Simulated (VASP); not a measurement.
**Ta2N: relaxation of cell and atoms with PBEsol**

The system is Ta2N.

```
CELL_PARAMETERS angstrom
3.08479 0.00000 0.00000
-1.54240 2.67151 0.00000
0.00000 0.00000 4.81125
ATOMIC_POSITIONS crystal
Ta 0.66667 0.33333 0.74796
Ta 0.33333 0.66667 0.25204
N 0.00000 0.00000 0.00000
```

| Property | Result |
| --- | --- |
| Program | VASP 6.6.1 |
| Task | relaxation of cell and atoms |
| Functional | PBEsol |
| Potentials or basis | VASP PAW PBE potentials, release 64 (Ta_pv, N) |
| Cutoff | 600 eV |
| k mesh | 15 × 15 × 10 |
| Occupations | gaussian, width 0.1 eV |
| Spin | no spin polarisation |
| Dipole correction | no |
| Further INCAR settings | ALGO = Normal; EDIFF = 1e-07; IBRION = 2; EDIFFG = -0.005; NSW = 100; ISIF = 3 |

- Energy gained by relaxing: 0.7 meV/atom
- Ionic steps: 7
- Pressure after relaxing: 0.0 GPa
- Band gap on the k mesh: zero (an odd number of electrons rules out a gap without spin polarisation)

The path:
```csv
step,energy change (eV),largest force (eV/Å),pressure (GPa),volume (Å³)
1,0.0000,0.2038,0.52,39.65
2,-0.0002,0.0818,-1.90,39.90
3,-0.0013,0.0549,-0.75,39.78
4,-0.0016,0.0559,0.58,39.56
5,-0.0019,0.0129,0.07,39.64
6,-0.0020,0.0016,0.03,39.64
7,-0.0020,0.0017,0.01,39.65
```

Final structure:
```cif
data_structure
_symmetry_space_group_name_H-M 'P 1'
_symmetry_Int_Tables_number 1
_cell_length_a 3.0795
_cell_length_b 3.0795
_cell_length_c 4.8273
_cell_angle_alpha 90.000
_cell_angle_beta 90.000
_cell_angle_gamma 120.000
_cell_volume 39.65
loop_
_atom_site_label
_atom_site_type_symbol
_atom_site_fract_x
_atom_site_fract_y
_atom_site_fract_z
_atom_site_occupancy
Ta1 Ta 0.66667 0.33333 0.74601 1
Ta2 Ta 0.33333 0.66667 0.25399 1
N1 N 0.00000 0.00000 0.00000 1
```

Levels at points of the mesh, in eV from the Fermi level:
| k point | band 9 | band 10 | band 11 | band 12 | band 13 | band 14 | band 15 | band 16 | band 17 |
| --- | --- | --- | --- | --- | --- | --- | --- | --- | --- |
| (0.00, 0.00, 0.00) | -6.21 | -6.21 | -4.90 | -0.71 | -0.25 | -0.25 | 0.29 | 0.29 | 0.35 |
| (0.00, 0.00, 0.50) | -6.39 | -6.39 | -2.91 | -2.65 | -1.16 | -1.16 | 1.86 | 2.08 | 2.36 |

Run time: 23 min on 1 thread of Intel Xeon 8259CL, with other jobs on the host, peak memory 0.34 GiB.

Caveat: the PAW data sets were made with another functional, which shifts forces and pressure a little; spin-orbit coupling is left out, which moves the levels of the heavy elements.
